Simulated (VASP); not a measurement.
## Hg: electric field gradients with LDA

Hg:

```
Hg
1.0
     2.26337   -2.07278    0.00000
     2.26337    2.07278    0.00000
    -0.35332    0.00000    3.07980
Hg
1
Direct
  0.50000 0.50000 0.50000
```

```yaml
Program: VASP 6.6.1
Task: electric field gradients
Functional: LDA
Potentials_or_basis: VASP PAW LDA potentials, release 64 (Hg)
Cutoff: 520 eV
k_mesh: 11 × 11 × 11
Occupations: fermi-dirac, width 0.05 eV
Spin: no spin polarisation
Dipole_correction: no
Further_INCAR_settings: ALGO = Normal; EDIFF = 1e-08; NBANDS = 12
```

- Pressure: -4.7 GPa
- Band gap on the k mesh: zero (bands 6 and 7 overlap by 3.54 eV)
- Largest electric field gradient by atom: Hg -42.6 V/Å²

Stress tensor (GPa, compression positive):
```
-4.85  0.00  0.22
 0.00 -4.53  0.00
 0.22  0.00 -4.78
```

Levels at points of the mesh, in eV from the Fermi level:
| k point | band 2 | band 3 | band 4 | band 5 | band 6 | band 7 | band 8 | band 9 | band 10 | band 11 |
| --- | --- | --- | --- | --- | --- | --- | --- | --- | --- | --- |
| (0.00, 0.00, 0.00) | -7.54 | -7.50 | -5.76 | -5.75 | -5.71 | 9.58 | 9.89 | 10.01 | 13.11 | 14.81 |

Electric field gradients, principal values (V/Å²):
```csv
atom,least,middle,greatest (by size)
1 Hg,14.719,27.873,-42.592
```

It took 34 s on 1 thread of Intel(R) Xeon(R) Platinum 8488C (Sapphire Rapids), on a shared host, peak memory 0.22 GiB.

Caveat: the cell stands under tension; without QUAD_EFG the Cq values of the log hold for a quadrupole moment of 1 mb, not for the nuclei; spin-orbit coupling is left out, which moves the levels of the heavy elements.
